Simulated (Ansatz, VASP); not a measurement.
**One calculation of InP2N3, two programs**

INCAR

```
SYSTEM = InP2N3
ALGO = Normal
EDIFF = 1E-6
ENCUT = 520
GGA = PE
ISIF = 2
ISMEAR = 0
ISPIN = 2
LASPH = .True.
LCHARG = .False.
LORBIT = 11
LREAL = .False.
LWAVE = .False.
MAGMOM = 0 0 0 1 1 1
NBANDS = 32
NELM = 150
PREC = Accurate
SIGMA = 0.1
```

KPOINTS

```
k-points
0
Gamma
  6 6 2
  0 0 0
```

POSCAR

```
InP2N3
1.0
    3.2210285200      0.0000000000      0.0000000000
    0.0000000000      3.2210285200      0.0000000000
    0.0000000000      0.0000000000     11.2441857600
In P N
1 2 3
Direct
    0.5000000000      0.5000000000      0.1515834800
    0.0000000000      0.0000000000      0.0241090300
    0.5000000000      0.5000000000      0.4912769800
    0.0000000000      0.0000000000      0.6514509300
    0.0000000000      0.0000000000      0.3293667700
    0.5000000000      0.5000000000      0.8522117700
```

Input for Ansatz:

```yaml
crystal:
  lattice:
    - [3.22102852, 0.0, 0.0]
    - [0.0, 3.22102852, 0.0]
    - [0.0, 0.0, 11.24418576]
  atoms:
    - { symbol: In, position: [0.5, 0.5, 0.15158348] }
    - { symbol: P, position: [0.0, 0.0, 0.02410903] }
    - { symbol: P, position: [0.5, 0.5, 0.49127698] }
    - { symbol: "N", position: [0.0, 0.0, 0.65145093], spin: 1.0 }
    - { symbol: "N", position: [0.0, 0.0, 0.32936677], spin: 1.0 }
    - { symbol: "N", position: [0.5, 0.5, 0.85221177], spin: 1.0 }
basis:
  ecutwfc: 420
kpoints:
  mp_grid: { grid: [6, 6, 2] }
hamiltonian:
  xc: pbe
scf:
  occupations: { method: gaussian, width: 0.1 }
  lower_state_search: "off"
output:
  forces: true
  stress: true
  eigenvalues: true
  populations: true
magnetization:
  spin_polarized: true
```

Change from the starting cell: species swapped into the Zr3TiCu2 type (P4mm, No. 99).

Alike in both runs: task single point; functional PBE; k mesh 6 × 6 × 2; occupations gaussian, width 0.1 eV; collinear spin.

```csv
,VASP,Ansatz
version,VASP 6.6.1,Ansatz 0.2.0
potentials or method,"VASP PAW PBE potentials, release 64 (In_d, P, N), cutoff 520 eV","scalar-relativistic, plane waves, PAW"
valence electrons in the cell,38,38
```

|  | VASP | Ansatz | Ansatz less VASP |
| --- | --- | --- | --- |
| gap on the k mesh at the Fermi level (eV) | none | none | - |
| pressure (GPa) | -7.6 | -7.6 | +0.06 |
| traceless stress, the component that is largest in VASP (GPa) | -4.06 | -4.10 | -0.035 |
| rms of the force components (eV/Å) | 0.678 | 0.681 | +0.0027 |
| net moment per atom (μB) | 0.78 | 0.78 | 0.000 |
| size of the moment on the site where the two differ most (μB) | 1.68 | 2.33 | +0.656 |

Site moments also hang on the region over which each program counts them. Atom by atom the forces differ by 0.003 eV/Å (rms over components). A gap of «none» marks a metal or a gap that the smearing closes.
